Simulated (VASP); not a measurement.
# NiGe (Pnma) in VASP: single point with PBEsol

Aim: the single point of NiGe with PBEsol.

Everything below comes from runs of VASP 6.6.1. Logs are shortened: lines on timing, memory, paths and dates and some standing lists are left out, and cuts for length are marked.

## Step 1: The cell of the first run

It takes space group Pnma (No. 62, orthorhombic). The conventional cell has a = 5.311 Å, b = 3.440 Å, c = 5.739 Å, α = 90.00°, β = 90.00°, γ = 90.00°. Ni (site symmetry m) has 6 Ge at 2.32 to 2.49 Å and 4 Ni at 2.75 to 2.77 Å within 3.1 Å. Within 3.1 Å of Ge (site symmetry m) lie 6 Ni at 2.32 to 2.49 Å and 2 Ge at 2.83 Å.

## Step 2: Single point, PBEsol

The input, INCAR:

```
SYSTEM = NiGe
ALGO = Fast ; EDIFF = 1E-6
ENCUT = 520 ; GGA = PS
ISIF = 2 ; ISMEAR = 0
LASPH = .TRUE. ; LCHARG = .FALSE.
LREAL = .FALSE. ; LWAVE = .FALSE.
NBANDS = 58 ; NELM = 60
PREC = Accurate ; SIGMA = 0.1
```

The input, KPOINTS:

```
k-points
0
G
  10 7 6
  0 0 0
```

The input, POSCAR:

```
NiGe
1.0
    3.4400167657      0.0000000000      0.0000000000
    0.0000000000      5.3107947965      0.0000000000
    0.0000000000      0.0000000000      5.7392574950
Ni Ge
4 4
Direct
    0.2500000000      0.9929865395      0.1888713130
    0.7500000000      0.0070134605      0.8111286870
    0.7500000000      0.5070134605      0.6888713130
    0.2500000000      0.4929865395      0.3111286870
    0.2500000000      0.8116425503      0.5883967052
    0.7500000000      0.1883574497      0.4116032948
    0.7500000000      0.6883574497      0.0883967052
    0.2500000000      0.3116425503      0.9116032948
```

Potentials or basis: VASP PAW PBE potentials, release 64 (Ni, Ge_d).

The run is started by

```bash
$ cat potpaw_PBE.64/Ni/POTCAR potpaw_PBE.64/Ge_d/POTCAR > POTCAR
$ mpirun -np 1 vasp_std > vasp.out
```

OUTCAR:

```text
SYSTEM = NiGe
   EDIFF = 1E-6
   ENCUT = 520
   GGA = PS
   ISIF = 2
   ISMEAR = 0
   LASPH = .TRUE.
   LREAL = .FALSE.
   NELM = 60
   PREC = Accurate

 ion  position               nearest neighbor table
   1  0.250  0.993  0.189-   8 2.32   6 2.38   6 2.38   7 2.43   7 2.43   5 2.49   4 2.75   4 2.75
                             2 2.77   2 2.77
   2  0.750  0.007  0.811-   7 2.32   5 2.38   5 2.38   8 2.43   8 2.43   6 2.49   3 2.75   3 2.75
                             1 2.77   1 2.77
   3  0.750  0.507  0.689-   6 2.32   8 2.38   8 2.38   5 2.43   5 2.43   7 2.49   2 2.75   2 2.75
                             4 2.77   4 2.77
   4  0.250  0.493  0.311-   5 2.32   7 2.38   7 2.38   6 2.43   6 2.43   8 2.49   1 2.75   1 2.75
                             3 2.77   3 2.77
   5  0.250  0.812  0.588-   4 2.32   2 2.38   2 2.38   3 2.43   3 2.43   1 2.49   6 2.83   6 2.83

   6  0.750  0.188  0.412-   3 2.32   1 2.38   1 2.38   4 2.43   4 2.43   2 2.49   5 2.83   5 2.83

   7  0.750  0.688  0.088-   2 2.32   4 2.38   4 2.38   1 2.43   1 2.43   3 2.49   8 2.83   8 2.83

   8  0.250  0.312  0.912-   1 2.32   3 2.38   3 2.38   2 2.43   2 2.43   4 2.49   7 2.83   7 2.83

  LATTYP: Found a simple orthorhombic cell.
 ALAT       =     3.4400167657
 B/A-ratio  =     1.5438281724
 C/A-ratio  =     1.6683806754

  Lattice vectors:

 A1 = (   3.4400167657,   0.0000000000,   0.0000000000)
 A2 = (   0.0000000000,   5.3107947965,   0.0000000000)
 A3 = (   0.0000000000,   0.0000000000,   5.7392574950)

Analysis of symmetry for initial positions (statically):
=====================================================================
 Subroutine PRICEL returns:
 Original cell was already a primitive cell.

 Routine SETGRP: Setting up the symmetry group for a
 simple orthorhombic supercell.

 Subroutine GETGRP returns: Found  8 space group operations
 (whereof  2 operations were pure point group operations)
 out of a pool of  8 trial point group operations.

The static configuration has the point symmetry S_2 .
 The point group associated with its full space group is D_2h.

Analysis of symmetry for dynamics (positions and initial velocities):
=====================================================================
 Subroutine PRICEL returns:
 Original cell was already a primitive cell.

 Routine SETGRP: Setting up the symmetry group for a
 simple orthorhombic supercell.

 Subroutine GETGRP returns: Found  8 space group operations
 (whereof  2 operations were pure point group operations)
 out of a pool of  8 trial point group operations.

The dynamic configuration has the point symmetry S_2 .
 The point group associated with its full space group is D_2h.

 Subroutine INISYM returns: Found  8 space group operations
 (whereof  2 operations are pure point group operations),
 and found     1 'primitive' translations

----------------------------------------------------------------------------------------

                                     Primitive cell

  volume of cell :     104.8518

  direct lattice vectors                    reciprocal lattice vectors
     3.440016766  0.000000000  0.000000000     0.290696258  0.000000000  0.000000000
     0.000000000  5.310794796  0.000000000     0.000000000  0.188295733  0.000000000
     0.000000000  0.000000000  5.739257495     0.000000000  0.000000000  0.174238567

  length of vectors
     3.440016766  5.310794796  5.739257495     0.290696258  0.188295733  0.174238567

  position of ions in fractional coordinates (direct lattice)
     0.250000000  0.992986540  0.188871313
     0.750000000  0.007013460  0.811128687
     0.750000000  0.507013460  0.688871313
     0.250000000  0.492986540  0.311128687
     0.250000000  0.811642550  0.588396705
     0.750000000  0.188357450  0.411603295
     0.750000000  0.688357450  0.088396705
     0.250000000  0.311642550  0.911603295

  ion indices of the primitive-cell ions
   primitive index   ion index
                 1           1
                 2           2
                 3           3
                 4           4
                 5           5
                 6           6
                 7           7
                 8           8

----------------------------------------------------------------------------------------

 KPOINTS: k-points

Automatic generation of k-mesh.
 Grid dimensions read from file:
 generate k-points for:   10    7    6

 Generating k-lattice:

  Cartesian coordinates                     Fractional coordinates (reciprocal lattice)
     0.029069626  0.000000000  0.000000000     0.100000000  0.000000000  0.000000000
     0.000000000  0.026899390  0.000000000     0.000000000  0.142857143  0.000000000
     0.000000000  0.000000000  0.029039761     0.000000000  0.000000000  0.166666667

  Length of vectors
     0.029069626  0.026899390  0.029039761

  Shift w.r.t. Gamma in fractional coordinates (k-lattice)
     0.000000000  0.000000000  0.000000000

 Subroutine IBZKPT returns following result:
 ===========================================

 Found     96 irreducible k-points:

 Following reciprocal coordinates:
            Coordinates               Weight
  0.000000  0.000000  0.000000      1.000000
  0.100000  0.000000  0.000000      2.000000
  0.200000  0.000000  0.000000      2.000000
  0.300000  0.000000  0.000000      2.000000
  0.400000  0.000000  0.000000      2.000000
  0.500000  0.000000  0.000000      1.000000
[... 16 lines left out ...]
  0.400000  0.428571  0.000000      4.000000
  0.500000  0.428571  0.000000      2.000000
 [... further k-points ...]
   k-points           NKPTS =     96   k-points in BZ     NKDIM =     96   number of bands    NBANDS=     58
   number of dos      NEDOS =    301   number of ions     NIONS =      8
   total plane-waves  NPLWV =  53760
   dimension x,y,z NGX =    28 NGY =   40 NGZ =   48
   dimension x,y,z NGXF=    56 NGYF=   80 NGZF=   96
   ions per type =               4   4
   NGX,Y,Z   is equivalent  to a cutoff of  13.53, 12.52, 13.90 a.u.
   NGXF,Y,Z  is equivalent  to a cutoff of  27.06, 25.04, 27.81 a.u.
 SYSTEM =  NiGe
   PREC   = accura    normal or accurate (medium, high low for compatibility)
   ISTART =      0    job   : 0-new  1-cont  2-samecut
   ICHARG =      2    charge: 1-file 2-atom 10-const
   ISPIN  =      1    spin polarized calculation?
   LNONCOLLINEAR =      F non collinear calculations
   LSORBIT =      F    spin-orbit coupling
   LASPH  =      T    aspherical Exc in radial PAW
   ENCUT  =  520.0 eV  38.22 Ry    6.18 a.u.   6.40  9.87 10.67*2*pi/ulx,y,z
   NELM   =     60;   NELMIN=  2; NELMDL= -5     # of ELM steps
   EDIFF  = 0.1E-05   stopping-criterion for ELM
   LREAL  =      F    real-space projection
[... 7 lines left out ...]
   TEBEG  =    0.0;   TEEND  =   0.0 temperature during run
   PSTRESS=    0.0 pullay stress
   NELECT =      96.0000    total number of electrons
   NUPDOWN=      -1.0000    fix difference up-down
   EMIN   =  10.00;   EMAX   =-10.00  energy-range for DOS
   EFERMI =   0.00;   METHOD = LEGACY
   ISMEAR =     0;   SIGMA  =   0.10  broadening in eV -4-tet -1-fermi 0-gaus
   EFERMI_NEDOS =   21; number of points for ismear=-14 and -15
   IALGO  =     68    algorithm
   IMIX   =      4    mixing-type and parameters
     AMIX     =   0.40;   BMIX     =  1.00
     AMIX_MAG =   1.60;   BMIX_MAG =  1.00
  volume/ion in A,a.u.               =      13.11        88.45
  Fermi-wavevector in a.u.,A,eV,Ry     =   1.589669  3.004038 34.382559  2.527047
  Thomas-Fermi vector in A             =   2.688483
   LORBIT       =      0    0 simple, 1 ext, 2 COOP (PROOUT), +10 PAW based schemes
   GGA     = PS    functional components
   LHFCALC =     F    Hartree Fock is set to
   AEXX    =    0.0000 exact exchange contribution
   IVDW    =     0    specifies the selected vdW correction
   LEPSILON=     F    determine dielectric tensor
   LRPA    =     F    only Hartree local field effects (RPA)
 non-spin polarized calculation
 RMM-DIIS sequential band-by-band and
 Gauss-broadening in eV      SIGMA  =   0.10
  energy-cutoff  :      520.00
  volume of cell :      104.85
 maximum number of plane-waves:      2847
 NGX is ok and might be reduce to    28
   NGX = 13   NGY = 19   NGZ = 21

 number of electron      96.0000027 magnetization

 Free energy of the ion-electron system (eV)
  ---------------------------------------------------
  ext. energy  EPLUGINS =         0.00000000
  ---------------------------------------------------
  free energy    TOTEN  =       -47.30139787 eV

  energy without entropy =      -47.29344022  energy(sigma->0) =      -47.29741904

 E-fermi :   9.0604     XC(G=0): -12.8250

 val. band max:        9.0509168439   @ k =   0.4000   0.0000   0.1667
 cond. band min:       9.0984468510   @ k =   0.5000   0.0000   0.3333
 fundamental gap:      0.0475300072
 Fermi energy:         9.0604479815

 k-point     1 :       0.0000    0.0000    0.0000
  band No.  band energies     occupation
      1     -15.5609      2.00000
      2     -15.5466      2.00000
      3     -15.5383      2.00000
      4     -15.5362      2.00000
      5     -15.5193      2.00000
      6     -15.4980      2.00000
[... 50 lines left out ...]
     57      15.7762      0.00000
     58      16.4206      0.00000

 k-point     2 :       0.1000    0.0000    0.0000
  band No.  band energies     occupation
      1     -15.5615      2.00000
      2     -15.5476      2.00000
      3     -15.5354      2.00000
      4     -15.5313      2.00000
      5     -15.5199      2.00000
      6     -15.5020      2.00000
[... 50 lines left out ...]
     57      15.1321      0.00000
     58      16.4287      0.00000

 k-point     3 :       0.2000    0.0000    0.0000
  band No.  band energies     occupation
      1     -15.5615      2.00000
      2     -15.5487      2.00000
      3     -15.5293      2.00000
      4     -15.5224      2.00000
      5     -15.5195      2.00000
      6     -15.5113      2.00000
[... 1216 lines left out ...]
      3     -15.5322      2.00000
      4     -15.5319      2.00000
      5     -15.5109      2.00000
      6     -15.5047      2.00000
[... 50 lines left out ...]
     57      16.0483      0.00000
     58      16.3116      0.00000

 k-point    24 :       0.5000    0.4286    0.0000
  band No.  band energies     occupation
      1     -15.5410      2.00000
      2     -15.5410      2.00000
      3     -15.5408      2.00000
      4     -15.5408      2.00000
      5     -15.5059      2.00000
      6     -15.5059      2.00000
[... 50 lines left out ...]
     57      16.5498      0.00000
     58      17.1103      0.00000

 [... further k-points ...]

------------------------ aborting loop because EDIFF is reached ----------------------------------------

  FORCE on cell =-STRESS in cart. coord.  units (eV):
  Direction    XX          YY          ZZ          XY          YZ          ZX
  --------------------------------------------------------------------------------------
  -------------------------------------------------------------------------------------
  Total       -0.0870603      0.3029641      0.1467189      0.0000000      0.0000000      0.0000000
  in kB       -1.3303160      4.6294127      2.2419245      0.0000000      0.0000000      0.0000000
  external PRESSURE =       1.8470071 kB  Pullay stress =       0.0000000 kB

 VOLUME and BASIS-vectors are now :
 -----------------------------------------------------------------------------
  energy-cutoff  :      520.00
  volume of cell :      104.85
      direct lattice vectors                 reciprocal lattice vectors
     3.440016766  0.000000000  0.000000000     0.290696258  0.000000000  0.000000000
     0.000000000  5.310794796  0.000000000     0.000000000  0.188295733  0.000000000
     0.000000000  0.000000000  5.739257495     0.000000000  0.000000000  0.174238567

 POSITION                                       TOTAL-FORCE (eV/Angst)
 -----------------------------------------------------------------------------------
      0.86000      5.27355      1.08398        -0.000000     -0.003660      0.005156
      2.58001      0.03725      4.65528        -0.000000      0.003660     -0.005156
      2.58001      2.69264      3.95361        -0.000000      0.003660      0.005156
      0.86000      2.61815      1.78565        -0.000000     -0.003660     -0.005156
      0.86000      4.31047      3.37696         0.000000     -0.004705      0.001690
      2.58001      1.00033      2.36230         0.000000      0.004705     -0.001690
      2.58001      3.65573      0.50733        -0.000000      0.004705      0.001690
      0.86000      1.65507      5.23193         0.000000     -0.004705     -0.001690
 -----------------------------------------------------------------------------------
    total drift:                                0.000000     -0.000000     -0.000000

  FREE ENERGIE OF THE ION-ELECTRON SYSTEM (eV)
  ---------------------------------------------------
  free  energy   TOTEN  =       -47.3013978665 eV

  energy  without entropy=      -47.2934402168  energy(sigma->0) =      -47.29741904
```

It took 27 min on 1 thread of Oxide Virtual Turin-like, shared host; peak memory 0.5 GiB.

What came out:

```
Free energy            : -47.3014 eV
Pressure               : 0.2 GPa
Largest force          : 0.006 eV/Å
Band gap on the k mesh : zero (bands 48 and 49 overlap by 1.86 eV)
```

Forces on the atoms (eV/Å):
```
Ni   0.000 -0.004  0.005
Ni   0.000  0.004 -0.005
Ni   0.000  0.004  0.005
Ni   0.000 -0.004 -0.005
Ge   0.000 -0.005  0.002
Ge   0.000  0.005 -0.002
Ge   0.000  0.005  0.002
Ge   0.000 -0.005 -0.002
```

Caveat: the PAW data sets were made with another functional, which shifts forces and pressure a little. Spin polarisation is off, so any magnetic state and its effect on volume and gap are missing.

The gap in the log of VASP goes by the Fermi energy; the results here count the filled bands.